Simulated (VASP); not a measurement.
SiO2 (Stishovite): single point with r2SCAN

Crystal: SiO2 (Stishovite).

```
Si O
1.0
     4.23700    0.00000    0.00000
     0.00000    4.23700    0.00000
     0.00000    0.00000    2.68213
Si O
2 4
Direct
  0.00000 0.00000 0.00000
  0.50000 0.50000 0.50000
  0.30752 0.30752 0.00000
  0.19248 0.80752 0.50000
  0.69248 0.69248 0.00000
  0.80752 0.19248 0.50000
```

This cell differs from its parent crystal: volume scaled by 1.03, then relaxed in part.

```json
{
  "Program": "VASP 6.6.1",
  "Task": "single point",
  "Functional": "r2SCAN",
  "Potentials or basis": "VASP PAW PBE potentials, release 64 (Si, O)",
  "Cutoff": "520 eV",
  "k mesh": "6 × 6 × 8",
  "Occupations": "gaussian, width 0.02 eV",
  "Spin": "no spin polarisation"
}
```

* Pressure: -7.9 GPa
* Largest force: 0.025 eV/Å
* Band gap on the k mesh: 6.05 eV, direct

Forces on the atoms (eV/Å):
```
Si   0.000  0.000  0.000
Si   0.000  0.000  0.000
O   -0.017 -0.017  0.000
O    0.017 -0.017  0.000
O    0.017  0.017  0.000
O   -0.017  0.017  0.000
```

Stress tensor (GPa, compression positive):
```
-8.19  0.00  0.00
 0.00 -8.19  0.00
 0.00  0.00 -7.28
```

Levels at points of the mesh, in eV from the valence-band top:
```tsv
k point	band 14	band 15	band 16	band 17	band 18	band 19
(0.00, 0.00, 0.00)	-0.85	-0.85	0.00	6.05	7.59	9.35
(0.50, 0.00, 0.00)	-2.65	-1.06	-1.06	8.35	8.35	9.92
(0.50, 0.50, 0.00)	-2.52	-2.23	-2.23	8.06	8.06	10.83
(0.00, 0.00, 0.50)	-2.91	-2.62	-2.62	9.75	9.75	13.33
(0.50, 0.00, 0.50)	-2.25	-1.72	-1.72	9.53	9.53	10.49
(0.50, 0.50, 0.50)	-1.78	-1.52	-1.52	7.88	7.88	11.67
```

It took 4.1 min on 1 thread of AMD EPYC 7R43 64-Core Processor (Zen 3), on a shared host, peak memory 0.14 GiB.

Caveat: the PAW data sets were made with another functional, which shifts forces and pressure a little. A k mesh can miss the band edges.
